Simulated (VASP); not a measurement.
Wanted: the native input for a VASP 6.6.1 run.

```yaml
Task: single point
Functional: LDA
Potentials_or_basis: VASP PAW LDA potentials, release 64 (Sb, Au)
Cutoff: 520 eV
k_mesh: 9 × 9 × 9
Occupations: fermi-dirac, width 0.08 eV
Spin: no spin polarisation
Dipole_correction: no
Further_INCAR_settings: ALGO = Normal; EDIFF = 1e-06; NBANDS = 18
```

The structure of Sb2Au lies in POSCAR:

```
Sb2Au
1.0
    0.0000000000      3.3280000000      3.2614400000
    3.3280000000      0.0000000000      3.2614400000
    3.3280000000      3.3280000000      0.0000000000
Sb Au
2 1
Direct
    0.2500000000      0.2500000000      0.2500000000
    0.7500000000      0.7500000000      0.7500000000
    0.0000000000      0.0000000000      0.0000000000
```

This cell differs from its parent crystal: zz strain of -2 %.

One way to write it, as run:

INCAR

```
PREC = Accurate
ENCUT = 520
EDIFF = 1E-6
ISMEAR = -1
SIGMA = 0.08
LREAL = F
LASPH = T
NELM = 100
ALGO = Normal
ISIF = 2
LWAVE = F
LCHARG = T
GGA = CA
LELF = T
LVHAR = T
NBANDS = 18
```

KPOINTS

```
regular mesh
0
Gamma
  9 9 9
```

Potentials or basis: VASP PAW LDA potentials, release 64 (Sb, Au).

Launch:

```bash
$ cat potpaw_LDA.64/Sb/POTCAR potpaw_LDA.64/Au/POTCAR > POTCAR
$ mpirun -np 1 vasp_std > vasp.out
```

It gave:

```yaml
Pressure: 5.4 GPa
Band_gap_on_the_k_mesh: zero (an odd number of electrons rules out a gap without spin polarisation)
```

Caveat: the cell differs from its parent crystal (zz strain of -2 %); the cell stands under pressure; spin-orbit coupling is left out, which moves the levels of the heavy elements.

It took 2 min on 1 thread of AMD EPYC 7R43 64-Core Processor (Zen 3), with other jobs on the host, peak memory 0.2 GiB.
